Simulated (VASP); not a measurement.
# Al12O in VASP: relaxation of the atoms with PBE

Aim: the relaxation of the atoms of Al12O with PBE.

Program: VASP 6.6.1. These are calculated values, not measurements. Logs are shortened: lines on timing, memory, paths and dates and some standing lists are left out, and cuts for length are marked.

## Step 1: The cell of the first run

The cell holds a slab with vacuum, 13 atoms: a = 5.714 Å, b = 5.714 Å, c = 19.675 Å, α = 90.00°, β = 90.00°, γ = 90.00°.

## Step 2: Relaxation of the atoms, PBE

Input file INCAR:

```
SYSTEM = Al12O
PREC = Accurate
ENCUT = 520
EDIFF = 1E-6
ISMEAR = 0
SIGMA = 0.1
LREAL = .False.
LASPH = .True.
NELM = 80
ALGO = Fast
ISIF = 2
LWAVE = .False.
LCHARG = .False.
LDIPOL = .True.
IDIPOL = 3
DIPOL = 0.5 0.5 0.321
GGA = PE
IBRION = 2
NSW = 36
EDIFFG = -0.025
```

Input file KPOINTS:

```
Automatic mesh
0
Gamma
  5 5 1
  0 0 0
```

Input file POSCAR:

```
Al12O
1.0
    5.7135165838      0.0000000000      0.0000000000
    0.0000000000      5.7135165838      0.0000000000
    0.0000000000      0.0000000000     19.6746954361
Al O
12 1
Selective dynamics
Direct
    0.2500000000      0.2500000000      0.2033068320  F F F
    0.2500000000      0.7500000000      0.2033068320  F F F
    0.7500000000      0.2500000000      0.2033068320  F F F
    0.7500000000      0.7500000000      0.2033068320  F F F
    0.0000000000      0.0000000000      0.3092728611  F F F
    0.0000000000      0.5000000000      0.3092728611  F F F
    0.5000000000      0.0000000000      0.3092728611  F F F
    0.5000000000      0.5000000000      0.3092728611  F F F
    0.2500000000      0.2500000000      0.4154928580  F F F
    0.2500000000      0.7500000000      0.4154928580  F F F
    0.7500000000      0.2500000000      0.4154928580  F F F
    0.7500000000      0.7500000000      0.4154928580  F F F
    0.2500000000      0.5000000000      0.4640429094  F F T
```

Potentials or basis: VASP PAW PBE potentials, release 64 (Al, O).

On the command line:

```sh
$ cat potpaw_PBE.64/Al/POTCAR potpaw_PBE.64/O/POTCAR > POTCAR
$ mpirun -np 1 vasp_std > vasp.out
```

OUTCAR:

```text
SYSTEM = Al12O
   PREC = Accurate
   ENCUT = 520
   EDIFF = 1E-6
   ISMEAR = 0
   LREAL = .False.
   LASPH = .True.
   NELM = 80
   ISIF = 2
   GGA = PE
   IBRION = 2
   NSW = 36
   EDIFFG = -0.025

 ion  position               nearest neighbor table
   1  0.250  0.250  0.203-   2 2.86   3 2.86   2 2.86   3 2.86   7 2.90   8 2.90   5 2.90   6 2.90

   2  0.250  0.750  0.203-   1 2.86   4 2.86   1 2.86   4 2.86   7 2.90   8 2.90   5 2.90   6 2.90

   3  0.750  0.250  0.203-   1 2.86   4 2.86   4 2.86   1 2.86   7 2.90   8 2.90   5 2.90   6 2.90
[... 4 lines left out ...]
                            11 2.91  12 2.91   9 2.91  10 2.91
   6  0.000  0.500  0.309-   5 2.86   8 2.86   5 2.86   8 2.86   1 2.90   2 2.90   3 2.90   4 2.90
                            11 2.91  12 2.91   9 2.91  10 2.91
   7  0.500  0.000  0.309-   5 2.86   8 2.86   8 2.86   5 2.86   1 2.90   2 2.90   3 2.90   4 2.90
                            11 2.91  12 2.91   9 2.91  10 2.91
   8  0.500  0.500  0.309-   6 2.86   7 2.86   7 2.86   6 2.86   1 2.90   2 2.90   3 2.90   4 2.90
                            11 2.91  12 2.91   9 2.91  10 2.91
   9  0.250  0.250  0.415-  13 1.72  11 2.86  10 2.86  10 2.86  11 2.86   6 2.91   7 2.91   8 2.91
                             5 2.91
  10  0.250  0.750  0.415-  13 1.72  12 2.86   9 2.86   9 2.86  12 2.86   6 2.91   7 2.91   8 2.91
                             5 2.91
  11  0.750  0.250  0.415-   9 2.86  12 2.86  12 2.86   9 2.86   5 2.91   6 2.91   7 2.91   8 2.91

  12  0.750  0.750  0.415-  10 2.86  11 2.86  11 2.86  10 2.86   5 2.91   6 2.91   7 2.91   8 2.91

  13  0.250  0.500  0.464-   9 1.72  10 1.72

  LATTYP: Found a simple tetragonal cell.
 ALAT       =     5.7135165838
 C/A-ratio  =     3.4435351937

  Lattice vectors:

 A1 = (   5.7135165838,   0.0000000000,   0.0000000000)
 A2 = (   0.0000000000,   5.7135165838,   0.0000000000)
 A3 = (   0.0000000000,   0.0000000000,  19.6746954361)

Analysis of symmetry for initial positions (statically):
=====================================================================
 Subroutine PRICEL returns:
 Original cell was already a primitive cell.

 Routine SETGRP: Setting up the symmetry group for a
 simple tetragonal supercell.

 Subroutine GETGRP returns: Found  4 space group operations
 (whereof  2 operations were pure point group operations)
 out of a pool of 16 trial point group operations.

The static configuration has the point symmetry C_1h.
 The point group associated with its full space group is C_2v.

Analysis of symmetry for dynamics (positions and initial velocities):
=====================================================================
 Subroutine PRICEL returns:
 Original cell was already a primitive cell.

 Routine SETGRP: Setting up the symmetry group for a
 simple tetragonal supercell.

 Subroutine GETGRP returns: Found  4 space group operations
 (whereof  2 operations were pure point group operations)
 out of a pool of 16 trial point group operations.

The dynamic configuration has the point symmetry C_1h.
 The point group associated with its full space group is C_2v.

Analysis of constrained symmetry for selective dynamics:
=====================================================================
 Subroutine PRICEL returns:
 Original cell was already a primitive cell.

 Routine SETGRP: Setting up the symmetry group for a
 simple tetragonal supercell.

 Subroutine GETGRP returns: Found  4 space group operations
 (whereof  2 operations were pure point group operations)
 out of a pool of 16 trial point group operations.

The constrained configuration has the point symmetry C_1h.
 The point group associated with its full space group is C_2v.

 Subroutine INISYM returns: Found  4 space group operations
 (whereof  2 operations are pure point group operations),
 and found     1 'primitive' translations

----------------------------------------------------------------------------------------

                                     Primitive cell

  volume of cell :     642.2661

  direct lattice vectors                    reciprocal lattice vectors
     5.713516584  0.000000000  0.000000000     0.175023558  0.000000000  0.000000000
     0.000000000  5.713516584  0.000000000     0.000000000  0.175023558  0.000000000
     0.000000000  0.000000000 19.674695436     0.000000000  0.000000000  0.050826708

  length of vectors
     5.713516584  5.713516584 19.674695436     0.175023558  0.175023558  0.050826708

  position of ions in fractional coordinates (direct lattice)
     0.250000000  0.250000000  0.203306832
     0.250000000  0.750000000  0.203306832
     0.750000000  0.250000000  0.203306832
     0.750000000  0.750000000  0.203306832
     0.000000000  0.000000000  0.309272861
     0.000000000  0.500000000  0.309272861
     0.500000000  0.000000000  0.309272861
     0.500000000  0.500000000  0.309272861
     0.250000000  0.250000000  0.415492858
     0.250000000  0.750000000  0.415492858
     0.750000000  0.250000000  0.415492858
     0.750000000  0.750000000  0.415492858
     0.250000000  0.500000000  0.464042909

  ion indices of the primitive-cell ions
   primitive index   ion index
                 1           1
                 2           2
                 3           3
                 4           4
                 5           5
                 6           6
                 7           7
                 8           8
                 9           9
                10          10
                11          11
                12          12
                13          13

----------------------------------------------------------------------------------------

 KPOINTS: Automatic mesh

Automatic generation of k-mesh.
 Grid dimensions read from file:
 generate k-points for:    5    5    1

 Generating k-lattice:

  Cartesian coordinates                     Fractional coordinates (reciprocal lattice)
     0.035004712  0.000000000  0.000000000     0.200000000  0.000000000  0.000000000
     0.000000000  0.035004712  0.000000000     0.000000000  0.200000000  0.000000000
     0.000000000  0.000000000  0.050826708     0.000000000  0.000000000  1.000000000

  Length of vectors
     0.035004712  0.035004712  0.050826708

  Shift w.r.t. Gamma in fractional coordinates (k-lattice)
     0.000000000  0.000000000  0.000000000

 Subroutine IBZKPT returns following result:
 ===========================================

 Found      9 irreducible k-points:

 Following reciprocal coordinates:
            Coordinates               Weight
  0.000000  0.000000  0.000000      1.000000
  0.200000  0.000000  0.000000      2.000000
  0.000000  0.200000  0.000000      2.000000
  0.400000  0.000000  0.000000      2.000000
  0.000000  0.400000  0.000000      2.000000
  0.200000  0.200000  0.000000      4.000000
  0.400000  0.200000  0.000000      4.000000
 -0.200000  0.400000  0.000000      4.000000
  0.400000  0.400000  0.000000      4.000000
   k-points           NKPTS =      9   k-points in BZ     NKDIM =      9   number of bands    NBANDS=     28
   number of dos      NEDOS =    301   number of ions     NIONS =     13
   total plane-waves  NPLWV = 264600
   dimension x,y,z NGX =    42 NGY =   42 NGZ =  150
   dimension x,y,z NGXF=    84 NGYF=   84 NGZF=  300
   ions per type =              12   1
   NGX,Y,Z   is equivalent  to a cutoff of  12.22, 12.22, 12.67 a.u.
   NGXF,Y,Z  is equivalent  to a cutoff of  24.44, 24.44, 25.35 a.u.
 SYSTEM =  Al12O
   PREC   = accura    normal or accurate (medium, high low for compatibility)
   ISTART =      0    job   : 0-new  1-cont  2-samecut
   ICHARG =      2    charge: 1-file 2-atom 10-const
   ISPIN  =      1    spin polarized calculation?
   LNONCOLLINEAR =      F non collinear calculations
   LSORBIT =      F    spin-orbit coupling
   LASPH  =      T    aspherical Exc in radial PAW
   ENCUT  =  520.0 eV  38.22 Ry    6.18 a.u.  10.62 10.62 36.58*2*pi/ulx,y,z
   NELM   =     80;   NELMIN=  2; NELMDL= -5     # of ELM steps
   EDIFF  = 0.1E-05   stopping-criterion for ELM
   LREAL  =      F    real-space projection
   EDIFFG = -.3E-01   stopping-criterion for IOM
   NSW    =     36    number of steps for IOM
   IBRION =      2    ionic relax: 0-MD 1-quasi-New 2-CG
   NFREE  =      1    steps in history (QN), initial steepest desc. (CG)
   ISIF   =      2    stress and relaxation
   ISYM   =      2    0-nonsym 1-usesym 2-fastsym
   POTIM  = 0.5000    time-step for ionic-motion
   TEBEG  =    0.0;   TEEND  =   0.0 temperature during run
   PSTRESS=    0.0 pullay stress
   NELECT =      42.0000    total number of electrons
   NUPDOWN=      -1.0000    fix difference up-down
   EMIN   =  10.00;   EMAX   =-10.00  energy-range for DOS
   EFERMI =   0.00;   METHOD = LEGACY
   ISMEAR =     0;   SIGMA  =   0.10  broadening in eV -4-tet -1-fermi 0-gaus
   EFERMI_NEDOS =   21; number of points for ismear=-14 and -15
   IALGO  =     68    algorithm
   IMIX   =      4    mixing-type and parameters
     AMIX     =   0.40;   BMIX     =  1.00
     AMIX_MAG =   1.60;   BMIX_MAG =  1.00
  volume/ion in A,a.u.               =      49.41       333.40
  Fermi-wavevector in a.u.,A,eV,Ry     =   0.659558  1.246384  5.918760  0.435017
  Thomas-Fermi vector in A             =   1.731731
   LORBIT       =      0    0 simple, 1 ext, 2 COOP (PROOUT), +10 PAW based schemes
   GGA     = PE    functional components
   LHFCALC =     F    Hartree Fock is set to
   AEXX    =    0.0000 exact exchange contribution
   IVDW    =     0    specifies the selected vdW correction
   LEPSILON=     F    determine dielectric tensor
   LRPA    =     F    only Hartree local field effects (RPA)
 conjugate gradient relaxation of ions
 non-spin polarized calculation
 RMM-DIIS sequential band-by-band and
 Gauss-broadening in eV      SIGMA  =   0.10
  energy-cutoff  :      520.00
  volume of cell :      642.27
 maximum number of plane-waves:     17320
   NGX = 21   NGY = 21   NGZ = 73

 dipolmoment           0.000000      0.000000     -0.016018 electrons x Angstroem

--------------------------------------- Ionic step        1  -------------------------------------------

 number of electron      41.9999995 magnetization

 Free energy of the ion-electron system (eV)
  ---------------------------------------------------
  ext. energy  EPLUGINS =         0.00000000
  ---------------------------------------------------
  free energy    TOTEN  =       -49.48165204 eV

  energy without entropy =      -49.43296329  energy(sigma->0) =      -49.45730767

------------------------ aborting loop because EDIFF is reached ----------------------------------------

  FORCE on cell =-STRESS in cart. coord.  units (eV):
  Direction    XX          YY          ZZ          XY          YZ          ZX
  --------------------------------------------------------------------------------------
  -------------------------------------------------------------------------------------
  Total       -4.2334827     -6.5905727      0.8923887      0.0000000      0.0000000      0.0000000
  in kB      -10.5607162    -16.4406405      2.2261255      0.0000000      0.0000000      0.0000000
  external PRESSURE =      -8.2584104 kB  Pullay stress =       0.0000000 kB
[... 81 lines left out ...]
--------------------------------------- Ionic step        3  -------------------------------------------

 number of electron      41.9999993 magnetization

 dipolmoment           0.000000      0.000000      0.101390 electrons x Angstroem

 Free energy of the ion-electron system (eV)
  ---------------------------------------------------
  ext. energy  EPLUGINS =         0.00000000
  ---------------------------------------------------
  free energy    TOTEN  =       -49.52032600 eV

  energy without entropy =      -49.47168739  energy(sigma->0) =      -49.49600670

 E-fermi :  -0.6532     XC(G=0):  -4.2396

 val. band max:       -0.6621319187   @ k =  -0.2000   0.4000   0.0000
 cond. band min:      -0.6428557945   @ k =   0.0000   0.0000   0.0000
 fundamental gap:      0.0192761242
 Fermi energy:        -0.6531568949

 k-point     1 :       0.0000    0.0000    0.0000
  band No.  band energies     occupation
      1     -19.0954      2.00000
      2     -10.6802      2.00000
      3      -8.4746      2.00000
      4      -6.7493      2.00000
      5      -6.3526      2.00000
      6      -6.3290      2.00000
[... 268 lines left out ...]
     27       1.0272      0.00000
     28       1.7283      0.00000

------------------------ aborting loop because EDIFF is reached ----------------------------------------

 vacuum level on the upper side and lower side of the slab       (xc-potential included)         0.265        -0.293

  FORCE on cell =-STRESS in cart. coord.  units (eV):
  Direction    XX          YY          ZZ          XY          YZ          ZX
  --------------------------------------------------------------------------------------
  -------------------------------------------------------------------------------------
  Total       -4.3818315     -8.5063379     -0.3563443      0.0000000      0.0000000      0.0000000
  in kB      -10.9307824    -21.2196498     -0.8889257      0.0000000      0.0000000      0.0000000
  external PRESSURE =     -11.0131193 kB  Pullay stress =       0.0000000 kB
[... 28 lines left out ...]
  FREE ENERGIE OF THE ION-ELECTRON SYSTEM (eV)
  ---------------------------------------------------
  free  energy   TOTEN  =       -49.5203260036 eV

  energy  without entropy=      -49.4716873945  energy(sigma->0) =      -49.49600670

 reached required accuracy - stopping structural energy minimisation

 vacuum level on the upper side and lower side of the slab         4.338         3.769
```

Wall time 17 min (1 thread of Oxide Virtual Turin-like, shared host); peak memory 0.65 GiB.

Results:

```yaml
Free_energy: -49.5203 eV
Energy_gained_by_relaxing: 3.0 meV/atom
Ionic_steps: 3
Band_gap_on_the_k_mesh: zero (bands 21 and 22 overlap by 0.81 eV)
```

The path:
| step | energy change (eV) | largest force on free atoms (eV/Å) | pressure (GPa) |
| --- | --- | --- | --- |
| 1 | 0.0000 | 1.0412 | -0.83 |
| 2 | -0.0345 | 0.3380 | -1.01 |
| 3 | -0.0387 | 0.0010 | -1.10 |

Final structure:
```xyz
13
Lattice="5.7135 0.0000 0.0000 0.0000 5.7135 0.0000 0.0000 0.0000 19.6747" Properties=species:S:1:pos:R:3 pbc="T T T"
Al    1.4284    1.4284    4.0000
Al    1.4284    4.2851    4.0000
Al    4.2851    1.4284    4.0000
Al    4.2851    4.2851    4.0000
Al    0.0000    0.0000    6.0848
Al    0.0000    2.8568    6.0848
Al    2.8568    0.0000    6.0848
Al    2.8568    2.8568    6.0848
Al    1.4284    1.4284    8.1747
Al    1.4284    4.2851    8.1747
Al    4.2851    1.4284    8.1747
Al    4.2851    4.2851    8.1747
O     1.4284    2.8568    9.2053
```
